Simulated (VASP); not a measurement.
# Sr2CuSO2 (P4/mmm) in VASP: further runs

Runs on Sr2CuSO2. Level: PBE. Tasks: single point.

Everything below comes from runs of VASP 6.6.1. Logs are shortened: lines on timing, memory, paths and dates and some standing lists are left out, and cuts for length are marked.

**1. The cell of the first run**

The structure is tetragonal, space group P4/mmm (No. 123). The conventional cell has a = 3.823 Å, b = 3.823 Å, c = 6.741 Å, α = 90.00°, β = 90.00°, γ = 90.00°. Sr (site symmetry 4mm) has 4 O at 2.54 Å and 4 Cu at 3.18 Å and 4 S at 3.19 Å and 2 Sr at 3.36 to 3.38 Å within 3.4 Å. Cu (site symmetry 4/mmm) has 4 O at 1.91 Å within 2.5 Å. Within 4.2 Å of S (site symmetry 4/mmm) lie 8 Sr at 3.19 Å and 2 Cu at 3.37 Å and 4 S at 3.82 Å and 8 O at 3.87 Å. Within 2.5 Å of O (site symmetry mmm) lie 2 Cu at 1.91 Å.

**2. Single point, PBE**

Contents of INCAR:

```
PREC = Accurate ; ENCUT = 520
EDIFF = 1E-6 ; ISMEAR = -1
SIGMA = 0.05 ; LREAL = F
LASPH = T ; NELM = 80
ALGO = Normal ; ISIF = 2
LWAVE = F ; LCHARG = F
GGA = PE ; NBANDS = 34
```

Contents of KPOINTS:

```
regular mesh
0
Gamma
  7 7 4
```

Contents of POSCAR:

```
Sr2CuSO2
1.0
    3.8226809942      0.0000000000      0.0000000000
    0.0000000000      3.8226809942      0.0000000000
    0.0000000000      0.0000000000      6.7408062982
Sr Cu S O
2 1 1 2
Direct
    0.0000000000      0.0000000000      0.7508430000
    0.0000000000      0.0000000000      0.2491570000
    0.5000000000      0.5000000000      0.0000000000
    0.5000000000      0.5000000000      0.5000000000
    0.5000000000      0.0000000000      0.0000000000
    0.0000000000      0.5000000000      0.0000000000
```

Potentials or basis: VASP PAW PBE potentials, release 64 (Sr_sv, Cu, S, O).

Started as:

```bash
> cat potpaw_PBE.64/Sr_sv/POTCAR potpaw_PBE.64/Cu/POTCAR potpaw_PBE.64/S/POTCAR potpaw_PBE.64/O/POTCAR > POTCAR
> mpirun -np 1 vasp_std > vasp.out
```

OUTCAR:

```text
PREC = Accurate
   ENCUT = 520
   EDIFF = 1E-6
   ISMEAR = -1
   LREAL = F
   LASPH = T
   NELM = 80
   ISIF = 2
   GGA = PE

 ion  position               nearest neighbor table
   1  0.000  0.000  0.751-   5 2.54   6 2.54   6 2.54   5 2.54   3 3.18   3 3.18   3 3.18   3 3.18
                             4 3.19   4 3.19   4 3.19   4 3.19   2 3.36   2 3.38   2 5.09   2 5.09
   2  0.000  0.000  0.249-   5 2.54   6 2.54   6 2.54   5 2.54   3 3.18   3 3.18   3 3.18   3 3.18
                             4 3.19   4 3.19   4 3.19   4 3.19   1 3.36   1 3.38   1 5.09   1 5.09
   3  0.500  0.500  0.000-   5 1.91   6 1.91   5 1.91   6 1.91   1 3.18   2 3.18   1 3.18   1 3.18
                             2 3.18   2 3.18   1 3.18   2 3.18
   4  0.500  0.500  0.500-   1 3.19   2 3.19   1 3.19   2 3.19   1 3.19   2 3.19   1 3.19   2 3.19

   5  0.500  0.000  0.000-   3 1.91   3 1.91   1 2.54   2 2.54   1 2.54   2 2.54
   6  0.000  0.500  0.000-   3 1.91   3 1.91   1 2.54   1 2.54   2 2.54   2 2.54

  LATTYP: Found a simple tetragonal cell.
 ALAT       =     3.8226809942
 C/A-ratio  =     1.7633713900

  Lattice vectors:

 A1 = (   3.8226809942,   0.0000000000,   0.0000000000)
 A2 = (   0.0000000000,   3.8226809942,   0.0000000000)
 A3 = (   0.0000000000,   0.0000000000,   6.7408062982)

Analysis of symmetry for initial positions (statically):
=====================================================================
 Subroutine PRICEL returns:
 Original cell was already a primitive cell.

 Routine SETGRP: Setting up the symmetry group for a
 simple tetragonal supercell.

 Subroutine GETGRP returns: Found 16 space group operations
 (whereof 16 operations were pure point group operations)
 out of a pool of 16 trial point group operations.

The static configuration has the point symmetry D_4h.

Analysis of symmetry for dynamics (positions and initial velocities):
=====================================================================
 Subroutine PRICEL returns:
 Original cell was already a primitive cell.

 Routine SETGRP: Setting up the symmetry group for a
 simple tetragonal supercell.

 Subroutine GETGRP returns: Found 16 space group operations
 (whereof 16 operations were pure point group operations)
 out of a pool of 16 trial point group operations.

The dynamic configuration has the point symmetry D_4h.

 Subroutine INISYM returns: Found 16 space group operations
 (whereof 16 operations are pure point group operations),
 and found     1 'primitive' translations

[... 102 lines left out ...]
   EDIFF  = 0.1E-05   stopping-criterion for ELM
   LREAL  =      F    real-space projection
   EDIFFG = 0.1E-04   stopping-criterion for IOM
   NSW    =      0    number of steps for IOM
   IBRION =     -1    ionic relax: 0-MD 1-quasi-New 2-CG
   NFREE  =      0    steps in history (QN), initial steepest desc. (CG)
   ISIF   =      2    stress and relaxation
   ISYM   =      2    0-nonsym 1-usesym 2-fastsym
   POTIM  = 0.5000    time-step for ionic-motion
   TEBEG  =    0.0;   TEEND  =   0.0 temperature during run
   PSTRESS=    0.0 pullay stress
   NELECT =      49.0000    total number of electrons
   NUPDOWN=      -1.0000    fix difference up-down
   EMIN   =  10.00;   EMAX   =-10.00  energy-range for DOS
   EFERMI =   0.00;   METHOD = LEGACY
   ISMEAR =    -1;   SIGMA  =   0.05  broadening in eV -4-tet -1-fermi 0-gaus
   EFERMI_NEDOS =   21; number of points for ismear=-14 and -15
   IALGO  =     38    algorithm
   IMIX   =      4    mixing-type and parameters
     AMIX     =   0.40;   BMIX     =  1.00
     AMIX_MAG =   1.60;   BMIX_MAG =  1.00
  volume/ion in A,a.u.               =      16.42       110.79
  Fermi-wavevector in a.u.,A,eV,Ry     =   1.297152  2.451262 22.893208  1.682603
  Thomas-Fermi vector in A             =   2.428563
   LORBIT       =      0    0 simple, 1 ext, 2 COOP (PROOUT), +10 PAW based schemes
   GGA     = PE    functional components
   LHFCALC =     F    Hartree Fock is set to
   AEXX    =    0.0000 exact exchange contribution
   IVDW    =     0    specifies the selected vdW correction
   LEPSILON=     F    determine dielectric tensor
   LRPA    =     F    only Hartree local field effects (RPA)
 non-spin polarized calculation
  energy-cutoff  :      520.00
  volume of cell :       98.50
 maximum number of plane-waves:      2666
   NGX = 15   NGY = 15   NGZ = 25

 number of electron      48.9999959 magnetization

 Free energy of the ion-electron system (eV)
  ---------------------------------------------------
  ext. energy  EPLUGINS =         0.00000000
  ---------------------------------------------------
  free energy    TOTEN  =       -31.84914159 eV

  energy without entropy =      -31.83807636  energy(sigma->0) =      -31.84360897

 E-fermi :   3.9495     XC(G=0): -10.3939

 val. band max:        3.8891689669   @ k =   0.2857   0.1429   0.5000
 cond. band min:       4.0269126980   @ k =   0.4286   0.1429   0.0000
 fundamental gap:      0.1377437311
 Fermi energy:         3.9495444685

 k-point     1 :       0.0000    0.0000    0.0000
  band No.  band energies     occupation
      1     -29.9974      2.00000
      2     -29.8939      2.00000
      3     -15.1759      2.00000
      4     -13.3474      2.00000
      5     -11.9747      2.00000
      6     -11.9747      2.00000
[... 877 lines left out ...]
     33      11.1076      0.00000
     34      11.1688      0.00000

 [... further k-points ...]

------------------------ aborting loop because EDIFF is reached ----------------------------------------

  FORCE on cell =-STRESS in cart. coord.  units (eV):
  Direction    XX          YY          ZZ          XY          YZ          ZX
  --------------------------------------------------------------------------------------
  -------------------------------------------------------------------------------------
  Total        4.4608722      4.4608722      2.8583553      0.0000000     -0.0000000      0.0000000
  in kB       72.5575159     72.5575159     46.4920638      0.0000000     -0.0000000      0.0000000
  external PRESSURE =      63.8690318 kB  Pullay stress =       0.0000000 kB

 VOLUME and BASIS-vectors are now :
 -----------------------------------------------------------------------------
  energy-cutoff  :      520.00
  volume of cell :       98.50
      direct lattice vectors                 reciprocal lattice vectors
     3.822680994  0.000000000  0.000000000     0.261596508  0.000000000  0.000000000
     0.000000000  3.822680994  0.000000000     0.000000000  0.261596508  0.000000000
     0.000000000  0.000000000  6.740806298     0.000000000  0.000000000  0.148350206

 POSITION                                       TOTAL-FORCE (eV/Angst)
 -----------------------------------------------------------------------------------
      0.00000      0.00000      5.06129        -0.000000     -0.000000     -0.319210
      0.00000      0.00000      1.67952         0.000000     -0.000000      0.319210
      1.91134      1.91134      0.00000        -0.000000      0.000000     -0.000000
      1.91134      1.91134      3.37040        -0.000000      0.000000     -0.000000
      1.91134      0.00000      0.00000        -0.000000      0.000000     -0.000000
      0.00000      1.91134      0.00000        -0.000000      0.000000     -0.000000
 -----------------------------------------------------------------------------------
    total drift:                                0.000000      0.000000     -0.000000

  FREE ENERGIE OF THE ION-ELECTRON SYSTEM (eV)
  ---------------------------------------------------
  free  energy   TOTEN  =       -31.8491415881 eV

  energy  without entropy=      -31.8380763563  energy(sigma->0) =      -31.84360897
```

OSZICAR:

```text
N       E                     dE             d eps       ncg     rms          rms(c)
DAV:   1     0.464472938835E+03    0.46447E+03   -0.22554E+04  2040   0.155E+03
DAV:   2     0.181781887189E+02   -0.44629E+03   -0.41295E+03  2192   0.398E+02
DAV:   3    -0.356337358364E+02   -0.53812E+02   -0.52152E+02  3062   0.137E+02
DAV:   4    -0.385831875671E+02   -0.29495E+01   -0.29318E+01  3216   0.278E+01
DAV:   5    -0.387355532681E+02   -0.15237E+00   -0.15222E+00  3086   0.519E+00    0.305E+01
DAV:   6    -0.354395608024E+02    0.32960E+01   -0.59098E+01  2678   0.105E+02    0.229E+01
DAV:   7    -0.318037053306E+02    0.36359E+01   -0.17056E+01  2958   0.859E+01    0.147E+01
DAV:   8    -0.318700069076E+02   -0.66302E-01   -0.33196E+00  2830   0.124E+01    0.489E+00
DAV:   9    -0.318487974934E+02    0.21209E-01   -0.22189E-01  3400   0.550E+00    0.801E-01
DAV:  10    -0.318497292514E+02   -0.93176E-03   -0.70048E-02  3120   0.202E+00    0.364E-01
DAV:  11    -0.318490260509E+02    0.70320E-03   -0.36344E-03  3282   0.599E-01    0.177E-01
DAV:  12    -0.318490528010E+02   -0.26750E-04   -0.81965E-04  3168   0.359E-01    0.978E-02
DAV:  13    -0.318491416331E+02   -0.88832E-04   -0.18647E-04  2788   0.113E-01    0.270E-02
DAV:  14    -0.318491413090E+02    0.32405E-06   -0.25031E-05  3232   0.542E-02    0.680E-03
DAV:  15    -0.318491415881E+02   -0.27909E-06   -0.13686E-06  2000   0.722E-03
   1 F= -.31849142E+02 E0= -.31843609E+02  d E =-.110652E-01
```

stdout:

```text
POSCAR found type information on POSCAR SrCuS O
 POSCAR found :  4 types and       6 ions
 scaLAPACK will be used
 LDA part: xc-table for (Slater+PW92), standard interpolation
 POSCAR, INCAR and KPOINTS ok, starting setup
 FFT: planning ... GRIDC
 FFT: planning ... GRID_SOFT
 FFT: planning ... GRID
 WAVECAR not read
 entering main loop
```

It took 1.7 min on 1 thread of Intel Xeon 6975P-C, shared host; peak memory 0.26 GiB.

What came out:

* Free energy: -31.8491 eV
* Pressure: 6.4 GPa
* Largest force: 0.319 eV/Å

Forces in eV/Å, atoms in the order of the input:
```
Sr   0.000  0.000 -0.319
Sr   0.000  0.000  0.319
Cu   0.000  0.000  0.000
S    0.000  0.000  0.000
O    0.000  0.000  0.000
O    0.000  0.000  0.000
```

Stress tensor (GPa, compression positive):
```
7.26 0.00 0.00
0.00 7.26 0.00
0.00 0.00 4.65
```

Caveat: an odd number of electrons without spin polarisation forces a metal; a magnetic or distorted state may lie lower; semilocal functionals often make such compounds metallic where correlation or magnetic order opens a gap, which also shifts bond lengths. With open d or f shells a metallic result of PBE can be an artefact of self-interaction; +U or a hybrid may open a gap.

**3. Single point, PBE**

This run uses another cell than the first one, of 16.77 Å³/atom, 1.021 times its volume.

Contents of INCAR:

```
PREC = Accurate ; ENCUT = 520
EDIFF = 1E-6 ; ISMEAR = -1
SIGMA = 0.05 ; LREAL = False
LASPH = True ; NELM = 80
ALGO = Normal ; ISIF = 2
LWAVE = False ; LCHARG = True
GGA = PE ; LELF = True
LVHAR = True ; NBANDS = 34
```

Contents of KPOINTS:

```
Automatic mesh
0
Gamma
  7 7 4
```

Changes to POSCAR since step 2:

```diff
@@ -2,5 +2,5 @@
 1.0
-    3.8226809942      0.0000000000      0.0000000000
-    0.0000000000      3.8226809942      0.0000000000
-    0.0000000000      0.0000000000      6.7408062982
+    3.8496021699      0.0000000000      0.0000000000
+    0.0000000000      3.8496021699      0.0000000000
+    0.0000000000      0.0000000000      6.7882783291
 Sr Cu S O
```

Potentials or basis: VASP PAW PBE potentials, release 64 (Sr_sv, Cu, S, O).

Started as:

```bash
> cat potpaw_PBE.64/Sr_sv/POTCAR potpaw_PBE.64/Cu/POTCAR potpaw_PBE.64/S/POTCAR potpaw_PBE.64/O/POTCAR > POTCAR
> mpirun -np 1 vasp_std > vasp.out
```

It took 2.1 min on 1 thread of Intel Xeon 6975P-C, shared host; peak memory 0.27 GiB.

It converged, with:

```yaml
Free_energy: -31.9191 eV
Pressure: 4.1 GPa
Largest_force: 0.181 eV/Å
```

Forces on the atoms (eV/Å):
```
Sr   0.000  0.000 -0.181
Sr   0.000  0.000  0.181
Cu   0.000  0.000  0.000
S    0.000  0.000  0.000
O    0.000  0.000  0.000
O    0.000  0.000  0.000
```

Stress tensor (GPa, compression positive):
```
4.71 0.00 0.00
0.00 4.71 0.00
0.00 0.00 2.98
```

Levels at points of the mesh, in eV from the Fermi level:
```csv
k point,band 21,band 22,band 23,band 24,band 25,band 26,band 27,band 28,band 29,band 30
"(0.00, 0.00, 0.00)",-1.88,-1.88,-1.24,-0.53,-0.53,2.03,3.23,3.39,5.97,6.56
"(0.00, 0.00, 0.50)",-1.79,-1.79,-1.43,-0.64,-0.64,3.72,4.12,4.14,4.61,4.70
```

Caveat: an odd number of electrons without spin polarisation forces a metal; a magnetic or distorted state may lie lower; semilocal functionals often make such compounds metallic where correlation or magnetic order opens a gap, which also shifts bond lengths. With open d or f shells a metallic result of PBE can be an artefact of self-interaction; +U or a hybrid may open a gap.

(Continued in part 2 of 2.)
